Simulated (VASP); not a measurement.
# ZnInGaO4 (R3m) in VASP: single point with PBE

Aim: the single point of ZnInGaO4 with PBE.

Program: VASP 6.6.1. These are calculated values, not measurements. Logs are shortened: lines on timing, memory, paths and dates and some standing lists are left out, and cuts for length are marked.

### 1 The cell of the first run

Symmetry: R3m, No. 160, trigonal system. Conventional cell: a = 3.361 Å, b = 3.361 Å, c = 26.140 Å, α = 90.00°, β = 90.00°, γ = 120.00°. Zn (site symmetry 3m) has 5 O at 2.01 to 2.53 Å within 2.7 Å. In (site symmetry 3m) has 6 O at 2.22 to 2.23 Å within 2.9 Å. Ga (site symmetry 3m) has 5 O at 1.94 to 2.00 Å within 2.6 Å. O (site symmetry 3m) has 1 Zn at 2.01 Å and 3 In at 2.22 Å within 2.7 Å. O (site symmetry 3m) has 1 Ga at 1.98 Å and 3 In at 2.23 Å within 2.6 Å. O (site symmetry 3m) has 3 Ga at 1.94 Å and 1 Zn at 2.53 Å within 2.6 Å. O (site symmetry 3m) has 1 Ga at 2.00 Å and 3 Zn at 2.02 Å and 3 O at 2.76 Å within 2.8 Å.

### 2 Single point, PBE

The input, INCAR:

```
PREC = Accurate ; ENCUT = 520
EDIFF = 1E-7 ; ISMEAR = 0
SIGMA = 0.05 ; LREAL = Auto
LASPH = True ; NELM = 100
ALGO = Normal ; ISIF = 2
LWAVE = False ; LCHARG = True
GGA = PE ; LELF = True
LVHAR = True ; NBANDS = 213
```

The input, KPOINTS:

```
Automatic mesh
0
Gamma
  2 2 1
```

The input, POSCAR:

```
ZnInGaO4
1.0
    0.0000000000      5.8208220000      0.0000010000
    0.0000000000     -1.9402740000      8.7134050000
   10.0819610000      0.0000000000      0.0000000000
Zn In Ga O
6 6 6 24
Direct
    0.2183820000      0.6551460000      0.3333330000
    0.7183820000      0.6551460000      0.1666670000
    0.2183820000      0.6551460000      0.6666670000
    0.7183820000      0.6551460000      0.5000000000
    0.2183820000      0.6551460000      0.0000000000
    0.7183820000      0.6551460000      0.8333330000
    0.0027680000      0.0083040000      0.3333330000
    0.5027680000      0.0083040000      0.1666670000
    0.0027680000      0.0083040000      0.6666670000
    0.5027680000      0.0083040000      0.5000000000
    0.0027680000      0.0083040000      0.0000000000
    0.5027680000      0.0083040000      0.8333330000
    0.2870340000      0.3611020000      0.1666670000
    0.2870340000      0.3611020000      0.5000000000
    0.7870340000      0.3611020000      0.3333330000
    0.2870340000      0.3611020000      0.8333330000
    0.7870340000      0.3611020000      0.6666670000
    0.7870340000      0.3611020000      0.0000000000
    0.2951430000      0.8854290000      0.3333330000
    0.7951430000      0.8854290000      0.1666670000
    0.2951430000      0.8854290000      0.6666670000
    0.7951430000      0.8854290000      0.5000000000
    0.2951430000      0.8854290000      0.0000000000
    0.7951430000      0.8854290000      0.8333330000
    0.2113580000      0.1340740000      0.1666670000
    0.2113580000      0.1340740000      0.5000000000
    0.7113580000      0.1340740000      0.3333330000
    0.2113580000      0.1340740000      0.8333330000
    0.7113580000      0.1340740000      0.6666670000
    0.7113580000      0.1340740000      0.0000000000
    0.1217170000      0.3651510000      0.3333330000
    0.6217170000      0.3651510000      0.1666670000
    0.1217170000      0.3651510000      0.6666670000
    0.6217170000      0.3651510000      0.5000000000
    0.1217170000      0.3651510000      0.0000000000
    0.6217170000      0.3651510000      0.8333330000
    0.3635990000      0.5907970000      0.1666670000
    0.3635990000      0.5907970000      0.5000000000
    0.8635990000      0.5907970000      0.3333330000
    0.3635990000      0.5907970000      0.8333330000
    0.8635990000      0.5907970000      0.6666670000
    0.8635990000      0.5907970000      0.0000000000
```

Potentials or basis: VASP PAW PBE potentials, release 64 (Zn, In_d, Ga_d, O).

The run is started by

```
> cat potpaw_PBE.64/Zn/POTCAR potpaw_PBE.64/In_d/POTCAR potpaw_PBE.64/Ga_d/POTCAR potpaw_PBE.64/O/POTCAR > POTCAR
> mpirun -np 1 vasp_std > vasp.out
```

OUTCAR:

```text
PREC = Accurate
   ENCUT = 520
   EDIFF = 1E-7
   ISMEAR = 0
   LREAL = Auto
   LASPH = True
   NELM = 100
   ISIF = 2
   GGA = PE

 ion  position               nearest neighbor table
   1  0.218  0.655  0.333-  19 2.01  37 2.02  39 2.02  38 2.02
   2  0.718  0.655  0.167-  20 2.01  39 2.02  37 2.02  42 2.02
   3  0.218  0.655  0.667-  21 2.01  40 2.02  41 2.02  38 2.02
   4  0.718  0.655  0.500-  22 2.01  38 2.02  39 2.02  41 2.02
   5  0.218  0.655  0.000-  23 2.01  42 2.02  40 2.02  37 2.02
   6  0.718  0.655  0.833-  24 2.01  41 2.02  40 2.02  42 2.02
   7  0.003  0.008  0.333-  20 2.22  19 2.22  22 2.22  25 2.23  27 2.23  26 2.23   8 3.36   8 3.36
                            11 3.36  10 3.36  10 3.36   9 3.36
   8  0.503  0.008  0.167-  19 2.22  20 2.22  23 2.22  27 2.23  25 2.23  30 2.23   7 3.36   7 3.36
                            10 3.36  11 3.36  11 3.36  12 3.36
   9  0.003  0.008  0.667-  24 2.22  21 2.22  22 2.22  28 2.23  29 2.23  26 2.23  12 3.36  12 3.36
                            11 3.36  10 3.36  10 3.36   7 3.36
  10  0.503  0.008  0.500-  22 2.22  21 2.22  19 2.22  26 2.23  27 2.23  29 2.23   8 3.36  12 3.36
                             9 3.36   7 3.36   7 3.36   9 3.36
  11  0.003  0.008  0.000-  23 2.22  20 2.22  24 2.22  30 2.23  28 2.23  25 2.23   7 3.36   9 3.36
                             8 3.36  12 3.36   8 3.36  12 3.36
  12  0.503  0.008  0.833-  21 2.22  24 2.22  23 2.22  29 2.23  28 2.23  30 2.23   9 3.36   9 3.36
[... 17 lines left out ...]
  29  0.711  0.134  0.667-  17 1.98  12 2.23   9 2.23  10 2.23
  30  0.711  0.134  0.000-  18 1.98  11 2.23  12 2.23   8 2.23
  31  0.122  0.365  0.333-  13 1.94  15 1.94  14 1.94
  32  0.622  0.365  0.167-  15 1.94  13 1.94  18 1.94
  33  0.122  0.365  0.667-  16 1.94  17 1.94  14 1.94
  34  0.622  0.365  0.500-  14 1.94  15 1.94  17 1.94
  35  0.122  0.365  0.000-  18 1.94  16 1.94  13 1.94
  36  0.622  0.365  0.833-  17 1.94  16 1.94  18 1.94
  37  0.364  0.591  0.167-  13 2.00   1 2.02   2 2.02   5 2.02
  38  0.364  0.591  0.500-  14 2.00   4 2.02   1 2.02   3 2.02
  39  0.864  0.591  0.333-  15 2.00   2 2.02   1 2.02   4 2.02
  40  0.364  0.591  0.833-  16 2.00   3 2.02   6 2.02   5 2.02
  41  0.864  0.591  0.667-  17 2.00   6 2.02   3 2.02   4 2.02
  42  0.864  0.591  0.000-  18 2.00   5 2.02   6 2.02   2 2.02

  LATTYP: Found a simple monoclinic cell.
 ALAT       =     5.8208220000
 B/A-ratio  =     1.7320510746
 C/A-ratio  =     1.5336010234
 COS(beta)  =    -0.2173531910

  Lattice vectors:

 A1 = (   0.0000000000,   5.8208220000,   0.0000010000)
 A2 = ( -10.0819610000,   0.0000000000,   0.0000000000)
 A3 = (   0.0000000000,  -1.9402740000,   8.7134050000)

Analysis of symmetry for initial positions (statically):
=====================================================================
 Subroutine PRICEL returns following result:

  LATTYP: Found a trigonal (rhomboedric) cell.
 ALAT       =     8.9268197454
 COS(alpha) =     0.9291362092

  Lattice vectors:

 A1 = (  -1.6803301940,  -0.9701370000,  -8.7134055000)
 A2 = (   0.0000000000,   1.9402740000,  -8.7134050000)
 A3 = (   1.6803201120,  -0.9701370000,  -8.7134055000)

   6 primitive cells build up your supercell.

 Routine SETGRP: Setting up the symmetry group for a
 simple monoclinic supercell.

 Subroutine GETGRP returns: Found  2 space group operations
 (whereof  2 operations were pure point group operations)
 out of a pool of  4 trial point group operations.

The static configuration has the point symmetry C_1h.

Analysis of symmetry for dynamics (positions and initial velocities):
=====================================================================
 Subroutine PRICEL returns following result:

  LATTYP: Found a trigonal (rhomboedric) cell.
 ALAT       =     8.9268197454
 COS(alpha) =     0.9291362092

  Lattice vectors:

 A1 = (  -1.6803301940,  -0.9701370000,  -8.7134055000)
 A2 = (   0.0000000000,   1.9402740000,  -8.7134050000)
 A3 = (   1.6803201120,  -0.9701370000,  -8.7134055000)

   6 primitive cells build up your supercell.

 Routine SETGRP: Setting up the symmetry group for a
 simple monoclinic supercell.

 Subroutine GETGRP returns: Found  2 space group operations
 (whereof  2 operations were pure point group operations)
 out of a pool of  4 trial point group operations.

The dynamic configuration has the point symmetry C_1h.

 Subroutine INISYM returns: Found  2 space group operations
 (whereof  2 operations are pure point group operations),
[... 30 lines left out ...]
                 4          19
                 5          25
                 6          31
                 7          37

----------------------------------------------------------------------------------------

 KPOINTS: Automatic mesh

Automatic generation of k-mesh.
 Grid dimensions read from file:
 generate k-points for:    2    2    1

 Generating k-lattice:

  Cartesian coordinates                     Fractional coordinates (reciprocal lattice)
     0.000000000  0.085898518  0.019127615     0.500000000  0.000000000  0.000000000
     0.000000000 -0.000000010  0.057382846     0.000000000  0.500000000  0.000000000
     0.099187053  0.000000000  0.000000000     0.000000000  0.000000000  1.000000000

  Length of vectors
     0.088002392  0.057382846  0.099187053

  Shift w.r.t. Gamma in fractional coordinates (k-lattice)
     0.000000000  0.000000000  0.000000000

 Subroutine IBZKPT returns following result:
 ===========================================

 Found      4 irreducible k-points:

 Following reciprocal coordinates:
            Coordinates               Weight
  0.000000  0.000000  0.000000      1.000000
  0.500000  0.000000  0.000000      1.000000
  0.000000  0.500000  0.000000      1.000000
  0.500000  0.500000  0.000000      1.000000
   k-points           NKPTS =      4   k-points in BZ     NKDIM =      4   number of bands    NBANDS=    213
   number of dos      NEDOS =    301   number of ions     NIONS =     42
   total plane-waves  NPLWV = 268800
   dimension x,y,z NGX =    48 NGY =   70 NGZ =   80
   dimension x,y,z NGXF=    96 NGYF=  140 NGZF=  160
   ions per type =               6   6   6  24
   NGX,Y,Z   is equivalent  to a cutoff of  13.71, 13.04, 13.19 a.u.
   NGXF,Y,Z  is equivalent  to a cutoff of  27.42, 26.07, 26.38 a.u.
 SYSTEM =  unknown system
   PREC   = accura    normal or accurate (medium, high low for compatibility)
   ISTART =      0    job   : 0-new  1-cont  2-samecut
   ICHARG =      2    charge: 1-file 2-atom 10-const
   ISPIN  =      1    spin polarized calculation?
   LNONCOLLINEAR =      F non collinear calculations
   LSORBIT =      F    spin-orbit coupling
   LASPH  =      T    aspherical Exc in radial PAW
   ENCUT  =  520.0 eV  38.22 Ry    6.18 a.u.  10.82 16.60 18.75*2*pi/ulx,y,z
   NELM   =    100;   NELMIN=  2; NELMDL= -5     # of ELM steps
   EDIFF  = 0.1E-06   stopping-criterion for ELM
   LREAL  =      T    real-space projection
   EDIFFG = 0.1E-05   stopping-criterion for IOM
   NSW    =      0    number of steps for IOM
   IBRION =     -1    ionic relax: 0-MD 1-quasi-New 2-CG
   NFREE  =      0    steps in history (QN), initial steepest desc. (CG)
   ISIF   =      2    stress and relaxation
   ISYM   =      2    0-nonsym 1-usesym 2-fastsym
   POTIM  = 0.5000    time-step for ionic-motion
   TEBEG  =    0.0;   TEEND  =   0.0 temperature during run
   PSTRESS=    0.0 pullay stress
   NELECT =     372.0000    total number of electrons
   NUPDOWN=      -1.0000    fix difference up-down
   EMIN   =  10.00;   EMAX   =-10.00  energy-range for DOS
   EFERMI =   0.00;   METHOD = LEGACY
   ISMEAR =     0;   SIGMA  =   0.05  broadening in eV -4-tet -1-fermi 0-gaus
   EFERMI_NEDOS =   21; number of points for ismear=-14 and -15
   IALGO  =     38    algorithm
   IMIX   =      4    mixing-type and parameters
     AMIX     =   0.40;   BMIX     =  1.00
     AMIX_MAG =   1.60;   BMIX_MAG =  1.00
  volume/ion in A,a.u.               =      12.17        82.16
  Fermi-wavevector in a.u.,A,eV,Ry     =   1.472369  2.782374 29.495677  2.167871
  Thomas-Fermi vector in A             =   2.587392
   LORBIT       =      0    0 simple, 1 ext, 2 COOP (PROOUT), +10 PAW based schemes
   GGA     = PE    functional components
   LHFCALC =     F    Hartree Fock is set to
   AEXX    =    0.0000 exact exchange contribution
   IVDW    =     0    specifies the selected vdW correction
   LEPSILON=     F    determine dielectric tensor
   LRPA    =     F    only Hartree local field effects (RPA)
 non-spin polarized calculation
 Gauss-broadening in eV      SIGMA  =   0.05
  energy-cutoff  :      520.00
  volume of cell :      511.35
 maximum number of plane-waves:     13782
 NGX is ok and might be reduce to    48
   NGX = 21   NGY = 33   NGZ = 37

 number of electron     372.0000035 magnetization

 Free energy of the ion-electron system (eV)
  ---------------------------------------------------
  ext. energy  EPLUGINS =         0.00000000
  ---------------------------------------------------
  free energy    TOTEN  =      -226.61028326 eV

  energy without entropy =     -226.61028326  energy(sigma->0) =     -226.61028326

 E-fermi :   3.8509     XC(G=0): -11.0041

 val. band max:        3.5882072522   @ k =   0.0000   0.0000   0.0000
 cond. band min:       4.6264923943   @ k =   0.0000   0.0000   0.0000
 fundamental gap:      1.0382851421
 Fermi energy:         3.8508737130

 k-point     1 :       0.0000    0.0000    0.0000
  band No.  band energies     occupation
      1     -14.8880      2.00000
      2     -14.4805      2.00000
      3     -14.4804      2.00000
      4     -14.1952      2.00000
      5     -14.0970      2.00000
      6     -14.0969      2.00000
[... 793 lines left out ...]
    197       8.9393      0.00000
    198       8.9393      0.00000
 [bands above 198 left out]

------------------------ aborting loop because EDIFF is reached ----------------------------------------

  FORCE on cell =-STRESS in cart. coord.  units (eV):
  Direction    XX          YY          ZZ          XY          YZ          ZX
  --------------------------------------------------------------------------------------
  -------------------------------------------------------------------------------------
  Total        1.4581571     -0.2985419     -1.1174800      0.0000000      0.1311478      0.0000000
  in kB        4.5687527     -0.9354027     -3.5013304      0.0000000      0.4109173      0.0000000
  external PRESSURE =       0.0440065 kB  Pullay stress =       0.0000000 kB

 VOLUME and BASIS-vectors are now :
 -----------------------------------------------------------------------------
  energy-cutoff  :      520.00
  volume of cell :      511.35
      direct lattice vectors                 reciprocal lattice vectors
     0.000000000  5.820822000  0.000001000     0.000000000  0.171797035  0.038255231
     0.000000000 -1.940274000  8.713405000     0.000000000 -0.000000020  0.114765693
    10.081961000  0.000000000  0.000000000     0.099187053  0.000000000  0.000000000

 POSITION                                       TOTAL-FORCE (eV/Angst)
 -----------------------------------------------------------------------------------
      3.36065     -0.00000      5.70855        -0.000000     -0.007876      0.040043
      1.68033      2.91041      5.70855        -0.000000     -0.007876      0.040043
      6.72131     -0.00000      5.70855        -0.000000     -0.007876      0.040043
      5.04098      2.91041      5.70855        -0.000000     -0.007876      0.040043
      0.00000     -0.00000      5.70855        -0.000000     -0.007876      0.040043
      8.40163      2.91041      5.70855         0.000000     -0.007876      0.040043
[... 34 lines left out ...]
      6.72131      3.88055      5.14785        -0.000000     -0.002181     -0.021004
      0.00000      3.88055      5.14785        -0.000000     -0.002181     -0.021004
 -----------------------------------------------------------------------------------
    total drift:                                0.000001      0.008117      0.033174

  FREE ENERGIE OF THE ION-ELECTRON SYSTEM (eV)
  ---------------------------------------------------
  free  energy   TOTEN  =      -226.6102832615 eV

  energy  without entropy=     -226.6102832615  energy(sigma->0) =     -226.61028326
```

Wall time 37 min (1 thread of Intel Xeon 8259CL, shared host); peak memory 0.77 GiB.

Results:

```yaml
Free_energy: -226.6103 eV
Pressure: 0.0 GPa
Largest_force: 0.073 eV/Å
Band_gap_on_the_k_mesh: 1.04 eV
```

Forces in eV/Å, atoms in the order of the input:
```
Zn   0.000 -0.008  0.040
Zn   0.000 -0.008  0.040
Zn   0.000 -0.008  0.040
Zn   0.000 -0.008  0.040
Zn   0.000 -0.008  0.040
Zn   0.000 -0.008  0.040
In   0.000  0.004  0.049
In   0.000  0.004  0.049
In   0.000  0.004  0.049
In   0.000  0.004  0.049
In   0.000  0.004  0.049
In   0.000  0.004  0.049
Ga   0.000  0.000  0.022
Ga   0.000  0.000  0.022
Ga   0.000  0.000  0.022
Ga   0.000  0.000  0.022
Ga   0.000  0.000  0.022
Ga   0.000  0.000  0.022
O    0.000 -0.010  0.029
O    0.000 -0.010  0.029
O    0.000 -0.010  0.029
O    0.000 -0.010  0.029
O    0.000 -0.010  0.029
O    0.000 -0.010  0.029
O    0.000  0.003 -0.047
O    0.000  0.003 -0.047
O    0.000  0.003 -0.047
O    0.000  0.003 -0.047
O    0.000  0.003 -0.047
O    0.000  0.003 -0.047
O    0.000  0.014 -0.071
O    0.000  0.014 -0.071
O    0.000  0.014 -0.071
O    0.000  0.014 -0.071
O    0.000  0.014 -0.071
O    0.000  0.014 -0.071
O    0.000 -0.002 -0.021
O    0.000 -0.002 -0.021
O    0.000 -0.002 -0.021
O    0.000 -0.002 -0.021
O    0.000 -0.002 -0.021
O    0.000 -0.002 -0.021
```

Stress tensor (GPa, compression positive):
```
 0.46  0.00  0.00
 0.00 -0.09  0.04
 0.00  0.04 -0.35
```

Caveat: the k points lie up to 0.62 Å⁻¹ apart; spin-orbit coupling is left out, which moves the levels of the heavy elements.
